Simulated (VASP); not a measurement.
Write the native input for VASP 6.6.1 that does the following.

```yaml
Task: relaxation of cell and atoms
Functional: PBE
Potentials_or_basis: VASP PAW PBE potentials, release 64 (Zn, Ge_d, N)
Cutoff: 600 eV
k_mesh: 10 × 10 × 10
Occupations: gaussian, width 0.1 eV
Spin: no spin polarisation
Dipole_correction: no
Further_INCAR_settings: ALGO = Normal; EDIFF = 1e-06; IBRION = 2; EDIFFG = -0.01; NSW = 100; ISIF = 3
```

The structure of Zn3GeN lies in POSCAR:

```
Zn3GeN
1.0
    4.1947155745      0.0000000000      0.0000000000
    0.0000000000      4.1947155745      0.0000000000
    0.0000000000      0.0000000000      4.1947155745
Zn Ge N
3 1 1
Direct
    0.5000000000      0.5000000000      0.0000000000
    0.5000000000      0.0000000000      0.5000000000
    0.0000000000      0.5000000000      0.5000000000
    0.0000000000      0.0000000000      0.0000000000
    0.5000000000      0.5000000000      0.5000000000
```

The cell was generated, and may not be a known phase.

The input as run:

INCAR

```
PREC     = Accurate       # precision mode
ENCUT    = 600            # plane-wave cutoff, eV
EDIFF    = 1E-6           # SCF threshold, eV
ISMEAR   = 0              # smearing method
SIGMA    = 0.1            # smearing width, eV
LREAL    = F              # projectors in reciprocal space
LASPH    = T              # aspherical terms in the spheres
NELM     = 60             # most SCF steps
ALGO     = Normal         # electronic algorithm
ISIF     = 3              # what is computed and relaxed
LWAVE    = F              # write WAVECAR
LCHARG   = F              # write CHGCAR
GGA      = PE             # functional
IBRION   = 2              # ionic algorithm
NSW      = 100            # ionic steps
EDIFFG   = -0.01          # ionic threshold
```

KPOINTS

```
Automatic mesh
0
Gamma
  10 10 10
```

Potentials or basis: VASP PAW PBE potentials, release 64 (Zn, Ge_d, N).

Command:

```sh
$ cat potpaw_PBE.64/Zn/POTCAR potpaw_PBE.64/Ge_d/POTCAR potpaw_PBE.64/N/POTCAR > POTCAR
$ mpirun -np 1 vasp_std > vasp.out
```

It gave:

The pressure after relaxing is 0.1 GPa and the band gap on the k mesh is zero (an odd number of electrons rules out a gap without spin polarisation).

Caveat: the relaxation stopped at its first step, so nothing moved.

Run time: 66 s on 1 thread of Intel(R) Xeon(R) 6975P-C (Granite Rapids), on a shared host, peak memory 0.31 GiB.
